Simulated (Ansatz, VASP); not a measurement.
# KCl in VASP and in Ansatz

```
K Cl
1.0
     0.00000    3.14485    3.14485
     3.14485    0.00000    3.14485
     3.14485    3.14485    0.00000
K Cl
1 1
Direct
  0.00000 0.00000 0.00000
  0.50000 0.50000 0.50000
```

Alike in both runs: task single point; functional r2SCAN; k mesh 6 × 6 × 6; occupations methfessel-paxton of order 1, width 0.2 eV; no spin polarisation.

|  | VASP | Ansatz |
| --- | --- | --- |
| version | VASP 6.6.1 | Ansatz 0.2.0 |
| potentials or method | VASP PAW PBE potentials, release 64 (K_sv, Cl) | plane waves |
| plane-wave cutoff (eV) | 520 | 500 |
| valence electrons in the cell | 16 | 16 |

Ansatz gave:

* pressure (GPa): 0.0

Task: What did VASP give for the same quantities?

Result: Pressure (GPa): -0.1.

VASP's potentials were made for PBE, not for r2SCAN.
